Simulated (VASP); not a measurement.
**GaP: single point with PBE**

GaP:

```
Ga P
1.0
     0.00000    2.72540    2.86167
     2.72540    0.00000    2.86167
     2.72540    2.72540    0.00000
Ga P
1 1
Direct
  0.00000 0.00000 0.00000
  0.25000 0.25000 0.25000
```

This cell differs from its parent crystal: uniaxial z strain +5.0%.

```json
{
 "Program": "VASP 6.6.1",
 "Task": "single point",
 "Functional": "PBE",
 "Potentials or basis": "VASP PAW PBE potentials, release 64 (Ga_d, P)",
 "Cutoff": "520 eV",
 "k mesh": "4 × 4 × 4",
 "Occupations": "gaussian, width 0.01 eV",
 "Spin": "no spin polarisation"
}
```

```json
{"Pressure": "-1.1 GPa", "Band gap on the k mesh": "1.30 eV, direct"}
```

Stress tensor (GPa, compression positive):
```
 0.16  0.00  0.00
 0.00  0.16  0.00
 0.00  0.00 -3.74
```

Levels at points of the mesh, in eV from the valence-band top:
| k point | band 7 | band 8 | band 9 | band 10 | band 11 | band 12 |
| --- | --- | --- | --- | --- | --- | --- |
| (0.00, 0.00, 0.00) | -0.29 | 0.00 | 0.00 | 1.30 | 3.75 | 3.75 |
| (0.50, 0.00, 0.00) | -6.47 | -1.34 | -0.95 | 1.36 | 4.49 | 4.78 |
| (0.50, 0.50, 0.00) | -6.85 | -2.40 | -2.40 | 1.86 | 2.05 | 10.12 |
| (0.50, 0.00, 0.50) | -6.54 | -2.73 | -2.71 | 1.53 | 1.60 | 9.96 |

Wall time 11 s on 1 thread of Intel(R) Xeon(R) Platinum 8488C (Sapphire Rapids), on a shared host, peak memory 0.16 GiB.

Caveat: the k points lie up to 0.49 Å⁻¹ apart; the cell differs from its parent crystal (uniaxial z strain +5.0%). A k mesh can miss the band edges.
